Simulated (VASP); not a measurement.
# TaN (Cm) in VASP: single point with LDA

Aim: the single point of TaN with LDA.

All numbers are computed with VASP 6.6.1; they aren't measurements. Logs are shortened: lines on timing, memory, paths and dates and some standing lists are left out, and cuts for length are marked.

### Step 1. The cell of the first run

The structure is monoclinic, space group Cm (No. 8). Conventional cell: a = 4.348 Å, b = 4.348 Å, c = 3.074 Å, α = 90.00°, β = 135.00°, γ = 90.00°. Ta (site symmetry m) has 6 N at 2.04 to 2.31 Å within 2.7 Å. N (site symmetry m) has 6 Ta at 2.04 to 2.31 Å within 2.7 Å.

### Step 2. Single point, LDA (mode 4 frozen in at -0.122 Å and mode 6 at -0.061 Å (largest displacements))

INCAR

```
ALGO = Normal
EDIFF = 1E-6
ENCUT = 520
GGA = CA
ISIF = 2
ISMEAR = 0
LASPH = T
LCHARG = F
LREAL = F
LWAVE = F
NBANDS = 15
NELM = 80
PREC = Accurate
SIGMA = 0.15
```

KPOINTS

```
k-points
0
Gamma
  18 18 18
```

POSCAR

```
TaN
1.0
    0.0000000000      2.1738356505      2.1738356505
    2.1738356505      0.0000000000      2.1738356505
    2.1738356505      2.1738356505      0.0000000000
Ta N
1 1
Direct
    0.4989139126      0.5032582621      0.5010860874
    0.0140304995     -0.0420914985     -0.0140304995
```

Potentials or basis: VASP PAW LDA potentials, release 64 (Ta_pv, N).

Launch:

```sh
cat potpaw_LDA.64/Ta_pv/POTCAR potpaw_LDA.64/N/POTCAR > POTCAR
mpirun -np 1 vasp_std > vasp.out
```

OUTCAR:

```text
EDIFF = 1E-6
   ENCUT = 520
   GGA = CA
   ISIF = 2
   ISMEAR = 0
   LASPH = T
   LREAL = F
   NELM = 80
   PREC = Accurate

 ion  position               nearest neighbor table
   1  0.499  0.503  0.501-   2 2.04   2 2.11   2 2.18   2 2.18   2 2.24   2 2.31
   2  0.014  0.958  0.986-   1 2.04   1 2.11   1 2.18   1 2.18   1 2.24   1 2.31

  LATTYP: Found a face centered cubic cell.
 ALAT       =     4.3476713010

  Lattice vectors:

 A1 = (   0.0000000000,   2.1738356505,   2.1738356505)
 A2 = (   2.1738356505,   0.0000000000,   2.1738356505)
 A3 = (   2.1738356505,   2.1738356505,   0.0000000000)

Analysis of symmetry for initial positions (statically):
=====================================================================
 Subroutine PRICEL returns:
 Original cell was already a primitive cell.

 Routine SETGRP: Setting up the symmetry group for a
 face centered cubic supercell.

 Subroutine GETGRP returns: Found  2 space group operations
 (whereof  2 operations were pure point group operations)
 out of a pool of 48 trial point group operations.

The static configuration has the point symmetry C_1h.

Analysis of symmetry for dynamics (positions and initial velocities):
=====================================================================
 Subroutine PRICEL returns:
 Original cell was already a primitive cell.

 Routine SETGRP: Setting up the symmetry group for a
 face centered cubic supercell.

 Subroutine GETGRP returns: Found  2 space group operations
 (whereof  2 operations were pure point group operations)
 out of a pool of 48 trial point group operations.

The dynamic configuration has the point symmetry C_1h.

 Subroutine INISYM returns: Found  2 space group operations
 (whereof  2 operations are pure point group operations),
 and found     1 'primitive' translations

----------------------------------------------------------------------------------------

                                     Primitive cell

  volume of cell :      20.5452

  direct lattice vectors                    reciprocal lattice vectors
     0.000000000  2.173835651  2.173835651    -0.230008188  0.230008188  0.230008188
     2.173835651  0.000000000  2.173835651     0.230008188 -0.230008188  0.230008188
     2.173835651  2.173835651  0.000000000     0.230008188  0.230008188 -0.230008188

  length of vectors
     3.074267859  3.074267859  3.074267859     0.398385869  0.398385869  0.398385869

  position of ions in fractional coordinates (direct lattice)
     0.498913913  0.503258262  0.501086087
     0.014030500  0.957908502  0.985969500

  ion indices of the primitive-cell ions
   primitive index   ion index
                 1           1
                 2           2

----------------------------------------------------------------------------------------

 KPOINTS: k-points

Automatic generation of k-mesh.
 Grid dimensions read from file:
 generate k-points for:   18   18   18

 Generating k-lattice:

  Cartesian coordinates                     Fractional coordinates (reciprocal lattice)
    -0.012778233  0.012778233  0.012778233     0.055555556  0.000000000  0.000000000
     0.012778233 -0.012778233  0.012778233     0.000000000  0.055555556  0.000000000
     0.012778233  0.012778233 -0.012778233     0.000000000  0.000000000  0.055555556

  Length of vectors
     0.022132548  0.022132548  0.022132548

  Shift w.r.t. Gamma in fractional coordinates (k-lattice)
     0.000000000  0.000000000  0.000000000

 Subroutine IBZKPT returns following result:
 ===========================================

 Found   1550 irreducible k-points:

 Following reciprocal coordinates:
            Coordinates               Weight
  0.000000  0.000000  0.000000      1.000000
  0.055556  0.000000  0.000000      4.000000
  0.000000  0.055556  0.000000      4.000000
  0.111111  0.000000  0.000000      4.000000
  0.000000  0.111111  0.000000      4.000000
  0.166667  0.000000  0.000000      4.000000
[... 16 lines left out ...]
  0.111111  0.055556  0.000000      4.000000
  0.000000  0.111111  0.055556      4.000000
 [... further k-points ...]
   k-points           NKPTS =   1550   k-points in BZ     NKDIM =   1550   number of bands    NBANDS=     15
   number of dos      NEDOS =    301   number of ions     NIONS =      2
   total plane-waves  NPLWV =  13824
   dimension x,y,z NGX =    24 NGY =   24 NGZ =   24
   dimension x,y,z NGXF=    48 NGYF=   48 NGZF=   48
   ions per type =               1   1
   NGX,Y,Z   is equivalent  to a cutoff of  12.98, 12.98, 12.98 a.u.
   NGXF,Y,Z  is equivalent  to a cutoff of  25.96, 25.96, 25.96 a.u.
 SYSTEM =  unknown system
   PREC   = accura    normal or accurate (medium, high low for compatibility)
   ISTART =      0    job   : 0-new  1-cont  2-samecut
   ICHARG =      2    charge: 1-file 2-atom 10-const
   ISPIN  =      1    spin polarized calculation?
   LNONCOLLINEAR =      F non collinear calculations
   LSORBIT =      F    spin-orbit coupling
   LASPH  =      T    aspherical Exc in radial PAW
   ENCUT  =  520.0 eV  38.22 Ry    6.18 a.u.   5.72  5.72  5.72*2*pi/ulx,y,z
   NELM   =     80;   NELMIN=  2; NELMDL= -5     # of ELM steps
   EDIFF  = 0.1E-05   stopping-criterion for ELM
   LREAL  =      F    real-space projection
   EDIFFG = 0.1E-04   stopping-criterion for IOM
   NSW    =      0    number of steps for IOM
   IBRION =     -1    ionic relax: 0-MD 1-quasi-New 2-CG
   NFREE  =      0    steps in history (QN), initial steepest desc. (CG)
   ISIF   =      2    stress and relaxation
   ISYM   =      2    0-nonsym 1-usesym 2-fastsym
   POTIM  = 0.5000    time-step for ionic-motion
   TEBEG  =    0.0;   TEEND  =   0.0 temperature during run
   PSTRESS=    0.0 pullay stress
   NELECT =      16.0000    total number of electrons
   NUPDOWN=      -1.0000    fix difference up-down
   EMIN   =  10.00;   EMAX   =-10.00  energy-range for DOS
   EFERMI =   0.00;   METHOD = LEGACY
   ISMEAR =     0;   SIGMA  =   0.15  broadening in eV -4-tet -1-fermi 0-gaus
   EFERMI_NEDOS =   21; number of points for ismear=-14 and -15
   IALGO  =     38    algorithm
   IMIX   =      4    mixing-type and parameters
     AMIX     =   0.40;   BMIX     =  1.00
     AMIX_MAG =   1.60;   BMIX_MAG =  1.00
  volume/ion in A,a.u.               =      10.27        69.32
  Fermi-wavevector in a.u.,A,eV,Ry     =   1.506184  2.846276 30.866057  2.268591
  Thomas-Fermi vector in A             =   2.616935
   LORBIT       =      0    0 simple, 1 ext, 2 COOP (PROOUT), +10 PAW based schemes
   GGA     = CA    functional components
   LHFCALC =     F    Hartree Fock is set to
   AEXX    =    0.0000 exact exchange contribution
   IVDW    =     0    specifies the selected vdW correction
   LEPSILON=     F    determine dielectric tensor
   LRPA    =     F    only Hartree local field effects (RPA)
 non-spin polarized calculation
 Gauss-broadening in eV      SIGMA  =   0.15
  energy-cutoff  :      520.00
  volume of cell :       20.55
 maximum number of plane-waves:       568
   NGX = 11   NGY = 11   NGZ = 11

 number of electron      16.0000000 magnetization

 Free energy of the ion-electron system (eV)
  ---------------------------------------------------
  ext. energy  EPLUGINS =         0.00000000
  ---------------------------------------------------
  free energy    TOTEN  =       -24.05143399 eV

  energy without entropy =      -24.04267694  energy(sigma->0) =      -24.04705546

 E-fermi :   9.7444     XC(G=0): -13.8392

 val. band max:        9.7426151833   @ k =   0.2222   0.0556   0.2222
 cond. band min:       9.7461518682   @ k =   0.1111  -0.3889  -0.0556
 fundamental gap:      0.0035366849
 Fermi energy:         9.7444024026

 k-point     1 :       0.0000    0.0000    0.0000
  band No.  band energies     occupation
      1     -25.6820      2.00000
      2     -25.6633      2.00000
      3     -25.6595      2.00000
      4      -9.0917      2.00000
      5       5.3243      2.00000
      6       5.3847      2.00000
      7       5.5106      2.00000
      8       7.5764      2.00000
      9       8.1520      2.00000
     10       8.1987      2.00000
     11       9.9497      0.05293
     12      10.4095      0.00000
     13      11.7639      0.00000
     14      19.2254      0.00000
     15      21.3247      0.00000

 k-point     2 :       0.0556    0.0000    0.0000
  band No.  band energies     occupation
      1     -25.7077      2.00000
      2     -25.6720      2.00000
      3     -25.6642      2.00000
      4      -9.0091      2.00000
      5       4.8208      2.00000
      6       5.2298      2.00000
      7       5.5771      2.00000
      8       7.5957      2.00000
      9       8.0782      2.00000
     10       8.2426      2.00000
     11      10.3194      0.00000
     12      10.7589      0.00000
     13      11.9922      0.00000
     14      19.4695      0.00000
     15      21.3246      0.00000

 k-point     3 :       0.0000    0.0556    0.0000
  band No.  band energies     occupation
      1     -25.7033      2.00000
      2     -25.6764      2.00000
      3     -25.6637      2.00000
      4      -9.0100      2.00000
      5       4.8967      2.00000
      6       5.2410      2.00000
      7       5.4134      2.00000
      8       7.6652      2.00000
      9       8.1244      2.00000
     10       8.2501      2.00000
     11      10.3175      0.00000
     12      10.7091      0.00000
     13      11.9978      0.00000
     14      19.4717      0.00000
     15      21.3246      0.00000
[... 343 lines left out ...]
 k-point    23 :       0.1111    0.0556    0.0000
  band No.  band energies     occupation
      1     -25.7720      2.00000
      2     -25.6948      2.00000
      3     -25.6768      2.00000
      4      -8.8001      2.00000
      5       4.0220      2.00000
      6       4.8904      2.00000
      7       5.3645      2.00000
      8       7.4963      2.00000
      9       8.2006      2.00000
     10       8.6484      2.00000
     11      10.6473      0.00000
     12      11.4678      0.00000
     13      12.7968      0.00000
     14      20.0900      0.00000
     15      21.3245      0.00000

 k-point    24 :       0.0000    0.1111    0.0556
  band No.  band energies     occupation
      1     -25.7757      2.00000
      2     -25.6864      2.00000
      3     -25.6808      2.00000
      4      -8.7998      2.00000
      5       4.1322      2.00000
      6       4.9001      2.00000
      7       5.0534      2.00000
      8       7.4624      2.00000
      9       8.6278      2.00000
     10       8.6885      2.00000
     11      10.4375      0.00000
     12      11.3810      0.00000
     13      12.8602      0.00000
     14      20.0963      0.00000
     15      21.3245      0.00000

 [... further k-points ...]

------------------------ aborting loop because EDIFF is reached ----------------------------------------

  FORCE on cell =-STRESS in cart. coord.  units (eV):
  Direction    XX          YY          ZZ          XY          YZ          ZX
  --------------------------------------------------------------------------------------
  -------------------------------------------------------------------------------------
  Total        1.5299232      0.2806571      0.6043493      0.0000000      0.0000000     -0.1571427
  in kB      119.3081430     21.8865063     47.1290304      0.0000000      0.0000000    -12.2544718
  external PRESSURE =      62.7745599 kB  Pullay stress =       0.0000000 kB

 VOLUME and BASIS-vectors are now :
 -----------------------------------------------------------------------------
  energy-cutoff  :      520.00
  volume of cell :       20.55
      direct lattice vectors                 reciprocal lattice vectors
     0.000000000  2.173835651  2.173835651    -0.230008188  0.230008188  0.230008188
     2.173835651  0.000000000  2.173835651     0.230008188 -0.230008188  0.230008188
     2.173835651  2.173835651  0.000000000     0.230008188  0.230008188 -0.230008188

 POSITION                                       TOTAL-FORCE (eV/Angst)
 -----------------------------------------------------------------------------------
      2.18328      2.17384      2.17856        -1.345142      0.000000     -0.635209
      4.22567      2.17384      2.11284         1.345142      0.000000      0.635209
 -----------------------------------------------------------------------------------
    total drift:                                0.000038     -0.000000      0.000004

  FREE ENERGIE OF THE ION-ELECTRON SYSTEM (eV)
  ---------------------------------------------------
  free  energy   TOTEN  =       -24.0514339921 eV

  energy  without entropy=      -24.0426769354  energy(sigma->0) =      -24.04705546
```

Wall time 2 min (1 thread of Intel Xeon 6975P-C (Granite Rapids), shared host); peak memory 0.54 GiB.

What came out:

| Quantity | Value |
| --- | --- |
| Free energy | -24.0514 eV |
| Pressure | 6.3 GPa |
| Largest force | 1.488 eV/Å |
| Band gap on the k mesh | zero (band 8 reaches 11.69 eV, above the bottom of band 9 at 7.97 eV) |

Forces on the atoms (eV/Å):
```
Ta  -1.345  0.000 -0.635
N    1.345  0.000  0.635
```

Levels at points of the mesh, in eV from the Fermi level:
| k point | band 4 | band 5 | band 6 | band 7 | band 8 | band 9 | band 10 | band 11 | band 12 | band 13 |
| --- | --- | --- | --- | --- | --- | --- | --- | --- | --- | --- |
| (0.00, 0.00, 0.00) | -18.84 | -4.42 | -4.36 | -4.23 | -2.17 | -1.59 | -1.55 | 0.21 | 0.67 | 2.02 |
| (0.50, 0.00, 0.00) | -15.54 | -10.55 | -7.73 | -7.64 | 1.90 | 1.97 | 2.17 | 3.86 | 7.51 | 8.09 |
| (0.00, 0.50, 0.00) | -15.58 | -10.51 | -7.80 | -7.75 | 1.94 | 2.03 | 2.23 | 4.11 | 7.70 | 8.14 |
| (0.50, 0.50, 0.00) | -17.54 | -6.55 | -6.31 | -4.68 | -3.88 | 2.38 | 3.78 | 3.80 | 4.87 | 7.00 |
| (0.00, 0.50, 0.50) | -17.53 | -6.50 | -5.88 | -4.63 | -4.37 | 2.30 | 3.78 | 3.78 | 4.71 | 6.63 |
| (0.50, 0.00, 0.50) | -17.54 | -6.57 | -6.42 | -4.72 | -3.73 | 2.42 | 3.79 | 3.80 | 4.89 | 7.23 |

Caveat: the cell differs from its parent crystal (mode 4 frozen in at -0.122 Å and mode 6 at -0.061 Å (largest displacements)); spin-orbit coupling is left out, which moves the levels of the heavy elements; forces of over 1 eV/Å act on the atoms, so gaps and moduli don't describe the material at rest.
